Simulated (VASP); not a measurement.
# CaF2 (Fm-3m) in VASP: notebook

The runs below take CaF2 through single point, with PBE, PBE+D3(BJ).

Program: VASP 6.6.1. These are calculated values, not measurements. Logs are shortened: lines on timing, memory, paths and dates and some standing lists are left out, and cuts for length are marked.

**1. The cell of the first run**

The structure is cubic, space group Fm-3m (No. 225). Conventional cell: a = 5.462 Å, b = 5.462 Å, c = 5.462 Å, α = 90.00°, β = 90.00°, γ = 90.00°. Ca (site symmetry m-3m) has 8 F at 2.37 Å within 3.1 Å. F (site symmetry -43m) has 4 Ca at 2.37 Å and 6 F at 2.73 Å within 3.1 Å.

**2. Single point, PBE**

INCAR reads:

```
SYSTEM = CaF2
PREC = Accurate ; ENCUT = 600
EDIFF = 1E-6 ; ISMEAR = 0
SIGMA = 0.05 ; LREAL = .False.
LASPH = .True. ; NELM = 120
ALGO = Normal ; ISIF = 2
LWAVE = .False. ; LCHARG = .False.
GGA = PE ; NBANDS = 60
GGA_COMPAT = .False.
```

KPOINTS reads:

```
Automatic mesh
0
Gamma
  4 4 4
  0 0 0
```

POSCAR reads:

```
CaF2
1.0
    5.4625000000      0.0000000000      0.0000000000
    0.0000000000     -5.4625000000      0.0000000000
    0.0000000000      0.0000000000     -5.4625000000
Ca F
4 8
Direct
    0.0000000000      0.5000000000      0.5000000000
    0.5000000000      0.0000000000      0.5000000000
    0.5000000000      0.5000000000      0.0000000000
    0.0000000000      0.0000000000      0.0000000000
    0.2500000000      0.2500000000      0.2500000000
    0.7500000000      0.7500000000      0.2500000000
    0.7500000000      0.2500000000      0.7500000000
    0.2500000000      0.7500000000      0.7500000000
    0.7500000000      0.7500000000      0.7500000000
    0.2500000000      0.2500000000      0.7500000000
    0.2500000000      0.7500000000      0.2500000000
    0.7500000000      0.2500000000      0.2500000000
```

Potentials or basis: VASP PAW PBE potentials, release 64 (Ca_sv, F).

Run with:

```bash
$ cat potpaw_PBE.64/Ca_sv/POTCAR potpaw_PBE.64/F/POTCAR > POTCAR
$ mpirun -np 1 vasp_std > vasp.out
```

OUTCAR:

```text
SYSTEM = CaF2
   PREC = Accurate
   ENCUT = 600
   EDIFF = 1E-6
   ISMEAR = 0
   LREAL = .False.
   LASPH = .True.
   NELM = 120
   ISIF = 2
   GGA = PE

 ion  position               nearest neighbor table
   1  0.000  0.500  0.500-   5 2.37   6 2.37   7 2.37   8 2.37   9 2.37  10 2.37  11 2.37  12 2.37

   2  0.500  0.000  0.500-   5 2.37   6 2.37   7 2.37   8 2.37   9 2.37  10 2.37  11 2.37  12 2.37

   3  0.500  0.500  0.000-   5 2.37   6 2.37   7 2.37   8 2.37   9 2.37  10 2.37  11 2.37  12 2.37

   4  0.000  0.000  0.000-   5 2.37   6 2.37   7 2.37   8 2.37   9 2.37  10 2.37  11 2.37  12 2.37

   5  0.250  0.250  0.250-   1 2.37   2 2.37   3 2.37   4 2.37
   6  0.750  0.750  0.250-   1 2.37   2 2.37   3 2.37   4 2.37
   7  0.750  0.250  0.750-   1 2.37   2 2.37   3 2.37   4 2.37
   8  0.250  0.750  0.750-   1 2.37   2 2.37   3 2.37   4 2.37
   9  0.750  0.750  0.750-   1 2.37   2 2.37   3 2.37   4 2.37
  10  0.250  0.250  0.750-   1 2.37   2 2.37   3 2.37   4 2.37
  11  0.250  0.750  0.250-   1 2.37   2 2.37   3 2.37   4 2.37
  12  0.750  0.250  0.250-   1 2.37   2 2.37   3 2.37   4 2.37

  LATTYP: Found a simple cubic cell.
 ALAT       =     5.4625000000

  Lattice vectors:

 A1 = (   5.4625000000,   0.0000000000,   0.0000000000)
 A2 = (   0.0000000000,  -5.4625000000,   0.0000000000)
 A3 = (   0.0000000000,   0.0000000000,  -5.4625000000)

Analysis of symmetry for initial positions (statically):
=====================================================================
 Subroutine PRICEL returns following result:

  LATTYP: Found a face centered cubic cell.
 ALAT       =     5.4625000000

  Lattice vectors:

 A1 = (   2.7312500000,   2.7312500000,   0.0000000000)
 A2 = (   2.7312500000,   0.0000000000,  -2.7312500000)
 A3 = (   0.0000000000,   2.7312500000,  -2.7312500000)

   4 primitive cells build up your supercell.

 Routine SETGRP: Setting up the symmetry group for a
 simple cubic supercell.

 Subroutine GETGRP returns: Found 48 space group operations
 (whereof 48 operations were pure point group operations)
 out of a pool of 48 trial point group operations.

The static configuration has the point symmetry O_h .

Analysis of symmetry for dynamics (positions and initial velocities):
=====================================================================
 Subroutine PRICEL returns following result:

  LATTYP: Found a face centered cubic cell.
 ALAT       =     5.4625000000

  Lattice vectors:

 A1 = (   2.7312500000,   2.7312500000,   0.0000000000)
 A2 = (   2.7312500000,   0.0000000000,  -2.7312500000)
 A3 = (   0.0000000000,   2.7312500000,  -2.7312500000)

   4 primitive cells build up your supercell.

 Routine SETGRP: Setting up the symmetry group for a
 simple cubic supercell.

 Subroutine GETGRP returns: Found 48 space group operations
 (whereof 48 operations were pure point group operations)
 out of a pool of 48 trial point group operations.

The dynamic configuration has the point symmetry O_h .

 Subroutine INISYM returns: Found 48 space group operations
 (whereof 48 operations are pure point group operations),
 and found     4 'primitive' translations

----------------------------------------------------------------------------------------

                                     Primitive cell

  volume of cell :      40.7488

  direct lattice vectors                    reciprocal lattice vectors
     2.731250000  2.731250000  0.000000000     0.183066362  0.183066362  0.183066362
     2.731250000  0.000000000 -2.731250000     0.183066362 -0.183066362 -0.183066362
     0.000000000  2.731250000 -2.731250000    -0.183066362  0.183066362 -0.183066362

  length of vectors
     3.862570792  3.862570792  3.862570792     0.317080239  0.317080239  0.317080239

  position of ions in fractional coordinates (direct lattice)
     0.000000000  0.000000000  0.000000000
     0.750000000  0.750000000  0.750000000
     0.250000000  0.250000000  0.250000000

  ion indices of the primitive-cell ions
   primitive index   ion index
                 1           1
                 2           5
                 3           9

----------------------------------------------------------------------------------------

 KPOINTS: Automatic mesh

Automatic generation of k-mesh.
 Grid dimensions read from file:
 generate k-points for:    4    4    4

 Generating k-lattice:

  Cartesian coordinates                     Fractional coordinates (reciprocal lattice)
     0.045766590  0.000000000  0.000000000     0.250000000  0.000000000  0.000000000
     0.000000000 -0.045766590  0.000000000     0.000000000  0.250000000  0.000000000
     0.000000000  0.000000000 -0.045766590     0.000000000  0.000000000  0.250000000

  Length of vectors
     0.045766590  0.045766590  0.045766590

  Shift w.r.t. Gamma in fractional coordinates (k-lattice)
     0.000000000  0.000000000  0.000000000

 Subroutine IBZKPT returns following result:
 ===========================================

 Found     10 irreducible k-points:

 Following reciprocal coordinates:
            Coordinates               Weight
  0.000000  0.000000  0.000000      1.000000
  0.250000  0.000000  0.000000      6.000000
  0.500000  0.000000  0.000000      3.000000
  0.250000  0.250000  0.000000     12.000000
  0.500000  0.250000  0.000000     12.000000
  0.500000  0.500000  0.000000      3.000000
  0.250000  0.250000  0.250000      8.000000
  0.500000  0.250000  0.250000     12.000000
  0.500000  0.500000  0.250000      6.000000
  0.500000  0.500000  0.500000      1.000000
   k-points           NKPTS =     10   k-points in BZ     NKDIM =     10   number of bands    NBANDS=     60
   number of dos      NEDOS =    301   number of ions     NIONS =     12
   total plane-waves  NPLWV = 110592
   dimension x,y,z NGX =    48 NGY =   48 NGZ =   48
   dimension x,y,z NGXF=    96 NGYF=   96 NGZF=   96
   ions per type =               4   8
   NGX,Y,Z   is equivalent  to a cutoff of  14.61, 14.61, 14.61 a.u.
   NGXF,Y,Z  is equivalent  to a cutoff of  29.22, 29.22, 29.22 a.u.
 SYSTEM =  CaF2
   PREC   = accura    normal or accurate (medium, high low for compatibility)
   ISTART =      0    job   : 0-new  1-cont  2-samecut
   ICHARG =      2    charge: 1-file 2-atom 10-const
   ISPIN  =      1    spin polarized calculation?
   LNONCOLLINEAR =      F non collinear calculations
   LSORBIT =      F    spin-orbit coupling
   LASPH  =      T    aspherical Exc in radial PAW
   ENCUT  =  600.0 eV  44.10 Ry    6.64 a.u.  10.91 10.91 10.91*2*pi/ulx,y,z
   NELM   =    120;   NELMIN=  2; NELMDL= -5     # of ELM steps
   EDIFF  = 0.1E-05   stopping-criterion for ELM
   LREAL  =      F    real-space projection
   EDIFFG = 0.1E-04   stopping-criterion for IOM
   NSW    =      0    number of steps for IOM
   IBRION =     -1    ionic relax: 0-MD 1-quasi-New 2-CG
   NFREE  =      0    steps in history (QN), initial steepest desc. (CG)
   ISIF   =      2    stress and relaxation
   ISYM   =      2    0-nonsym 1-usesym 2-fastsym
   POTIM  = 0.5000    time-step for ionic-motion
   TEBEG  =    0.0;   TEEND  =   0.0 temperature during run
   PSTRESS=    0.0 pullay stress
   NELECT =      96.0000    total number of electrons
   NUPDOWN=      -1.0000    fix difference up-down
   EMIN   =  10.00;   EMAX   =-10.00  energy-range for DOS
   EFERMI =   0.00;   METHOD = LEGACY
   ISMEAR =     0;   SIGMA  =   0.05  broadening in eV -4-tet -1-fermi 0-gaus
   EFERMI_NEDOS =   21; number of points for ismear=-14 and -15
   IALGO  =     38    algorithm
   IMIX   =      4    mixing-type and parameters
     AMIX     =   0.40;   BMIX     =  1.00
     AMIX_MAG =   1.60;   BMIX_MAG =  1.00
  volume/ion in A,a.u.               =      13.58        91.66
  Fermi-wavevector in a.u.,A,eV,Ry     =   1.372273  2.593220 25.621575  1.883133
  Thomas-Fermi vector in A             =   2.497895
   LORBIT       =      0    0 simple, 1 ext, 2 COOP (PROOUT), +10 PAW based schemes
   GGA     = PE    functional components
   LHFCALC =     F    Hartree Fock is set to
   AEXX    =    0.0000 exact exchange contribution
   IVDW    =     0    specifies the selected vdW correction
   LEPSILON=     F    determine dielectric tensor
   LRPA    =     F    only Hartree local field effects (RPA)
 non-spin polarized calculation
 Gauss-broadening in eV      SIGMA  =   0.05
  energy-cutoff  :      600.00
  volume of cell :      163.00
 maximum number of plane-waves:      5520
 NGX is ok and might be reduce to    48
   NGX = 21   NGY = 21   NGZ = 21

 number of electron      95.9999918 magnetization

 Free energy of the ion-electron system (eV)
  ---------------------------------------------------
  ext. energy  EPLUGINS =         0.00000000
  ---------------------------------------------------
  free energy    TOTEN  =       -69.33469739 eV

  energy without entropy =      -69.33469739  energy(sigma->0) =      -69.33469739

 E-fermi :  -0.7156     XC(G=0):  -9.6298

 val. band max:       -0.9724361968   @ k =   0.0000   0.0000   0.0000
 cond. band min:       6.3058154714   @ k =   0.0000   0.0000   0.0000
 fundamental gap:      7.2782516682
 Fermi energy:        -0.7156198984

 k-point     1 :       0.0000    0.0000    0.0000
  band No.  band energies     occupation
      1     -36.9976      2.00000
      2     -36.9532      2.00000
      3     -36.9532      2.00000
      4     -36.9532      2.00000
      5     -21.2355      2.00000
      6     -21.2355      2.00000
[... 52 lines left out ...]
     59       9.1089      0.00000
     60       9.1089      0.00000

 k-point     2 :       0.2500    0.0000    0.0000
  band No.  band energies     occupation
      1     -36.9911      2.00000
      2     -36.9597      2.00000
      3     -36.9532      2.00000
      4     -36.9532      2.00000
      5     -21.1938      2.00000
      6     -21.1408      2.00000
[... 501 lines left out ...]
      4     -36.9642      2.00000
      5     -21.0284      2.00000
      6     -21.0284      2.00000
[... 52 lines left out ...]
     59       8.7722      0.00000
     60       8.7722      0.00000

------------------------ aborting loop because EDIFF is reached ----------------------------------------

  FORCE on cell =-STRESS in cart. coord.  units (eV):
  Direction    XX          YY          ZZ          XY          YZ          ZX
  --------------------------------------------------------------------------------------
  -------------------------------------------------------------------------------------
  Total        2.3673508      2.3673508      2.3673508     -0.0000000      0.0000000      0.0000000
  in kB       23.2701327     23.2701327     23.2701327     -0.0000000      0.0000000      0.0000000
  external PRESSURE =      23.2701327 kB  Pullay stress =       0.0000000 kB

 VOLUME and BASIS-vectors are now :
 -----------------------------------------------------------------------------
  energy-cutoff  :      600.00
  volume of cell :      163.00
      direct lattice vectors                 reciprocal lattice vectors
     5.462500000  0.000000000  0.000000000     0.183066362  0.000000000  0.000000000
     0.000000000 -5.462500000  0.000000000     0.000000000 -0.183066362  0.000000000
     0.000000000  0.000000000 -5.462500000     0.000000000  0.000000000 -0.183066362

 POSITION                                       TOTAL-FORCE (eV/Angst)
 -----------------------------------------------------------------------------------
      0.00000     -2.73125     -2.73125        -0.000000     -0.000000      0.000000
      2.73125      0.00000     -2.73125        -0.000000      0.000000      0.000000
      2.73125     -2.73125      0.00000        -0.000000      0.000000     -0.000000
      0.00000      0.00000      0.00000        -0.000000      0.000000     -0.000000
      1.36563     -1.36563     -1.36563         0.000000      0.000000     -0.000000
      4.09688     -4.09688     -1.36563         0.000000     -0.000000     -0.000000
      4.09688     -1.36563     -4.09688         0.000000      0.000000     -0.000000
      1.36563     -4.09688     -4.09688         0.000000     -0.000000     -0.000000
      4.09688     -4.09688     -4.09688        -0.000000     -0.000000      0.000000
      1.36563     -1.36563     -4.09688        -0.000000     -0.000000      0.000000
      1.36563     -4.09688     -1.36563         0.000000     -0.000000      0.000000
      4.09688     -1.36563     -1.36563        -0.000000     -0.000000      0.000000
 -----------------------------------------------------------------------------------
    total drift:                                0.000000      0.000000      0.000000

  FREE ENERGIE OF THE ION-ELECTRON SYSTEM (eV)
  ---------------------------------------------------
  free  energy   TOTEN  =       -69.3346973950 eV

  energy  without entropy=      -69.3346973950  energy(sigma->0) =      -69.33469739
```

Wall time 3.8 min (1 thread of Oxide Virtual Turin-like, shared host); peak memory 0.31 GiB.

What came out:

| Item | Value |
| --- | --- |
| Free energy | -69.3347 eV |
| Pressure | 2.3 GPa |
| Band gap on the k mesh | 7.28 eV |

Levels at points of the mesh, in eV from the valence-band top:
```
           k point  band 46  band 47  band 48  band 49  band 50  band 51
(0.00, 0.00, 0.00)     0.00     0.00     0.00     7.28     8.12     8.12
(0.50, 0.00, 0.00)    -0.25    -0.09    -0.09     8.44     8.44     8.61
(0.50, 0.50, 0.00)    -0.21    -0.21    -0.21     8.76     8.76     8.76
(0.50, 0.50, 0.50)    -0.83    -0.83    -0.83     9.38     9.38     9.38
```

**3. Single point, PBE+D3(BJ)**

INCAR reads:

```
SYSTEM = CaF2
  PREC = Accurate
  ENCUT = 600
  EDIFF = 1E-6
  ISMEAR = 0
  SIGMA = 0.05
  LREAL = .False.
  LASPH = .True.
  NELM = 120
  ALGO = Normal
  ISIF = 2
  LWAVE = .False.
  LCHARG = .False.
  GGA = PE
  IVDW = 12
  NBANDS = 60
  ISYM = 0
  GGA_COMPAT = .False.
```

KPOINTS is that of step 2.

POSCAR is that of step 2.

Potentials or basis: VASP PAW PBE potentials, release 64 (Ca_sv, F).

Run with:

```bash
$ cat potpaw_PBE.64/Ca_sv/POTCAR potpaw_PBE.64/F/POTCAR > POTCAR
$ mpirun -np 1 vasp_std > vasp.out
```

It took 11 min on 1 thread of Oxide Virtual Turin-like, shared host; peak memory 0.49 GiB.

It converged, with:

```
Free energy                : -71.2127 eV
Pressure                   : 0.5 GPa
Band gap on the k mesh     : 7.28 eV
Dispersion energy per atom : -0.157 eV
```

Levels at points of the mesh, in eV from the valence-band top:
| k point | band 44 | band 45 | band 46 | band 47 | band 48 | band 49 | band 50 | band 51 | band 52 | band 53 |
| --- | --- | --- | --- | --- | --- | --- | --- | --- | --- | --- |
| (0.00, 0.00, 0.00) | -0.26 | -0.26 | 0.00 | 0.00 | 0.00 | 7.28 | 8.12 | 8.12 | 8.12 | 9.17 |
| (0.50, 0.00, 0.00) | -0.25 | -0.25 | -0.25 | -0.09 | -0.09 | 8.44 | 8.44 | 8.61 | 8.61 | 9.47 |
| (0.00, 0.50, 0.00) | -0.25 | -0.25 | -0.25 | -0.09 | -0.09 | 8.44 | 8.44 | 8.61 | 8.61 | 9.47 |
| (0.00, 0.00, 0.50) | -0.25 | -0.25 | -0.25 | -0.09 | -0.09 | 8.44 | 8.44 | 8.61 | 8.61 | 9.47 |
| (0.50, 0.50, 0.00) | -0.94 | -0.21 | -0.21 | -0.21 | -0.21 | 8.76 | 8.76 | 8.76 | 8.76 | 9.39 |
| (0.00, 0.50, 0.50) | -0.94 | -0.21 | -0.21 | -0.21 | -0.21 | 8.76 | 8.76 | 8.76 | 8.76 | 9.39 |
| (0.50, 0.00, 0.50) | -0.94 | -0.21 | -0.21 | -0.21 | -0.21 | 8.76 | 8.76 | 8.76 | 8.76 | 9.39 |
| (0.50, 0.50, 0.50) | -0.83 | -0.83 | -0.83 | -0.83 | -0.83 | 9.38 | 9.38 | 9.38 | 9.38 | 9.38 |

Caveat: three body term missing.
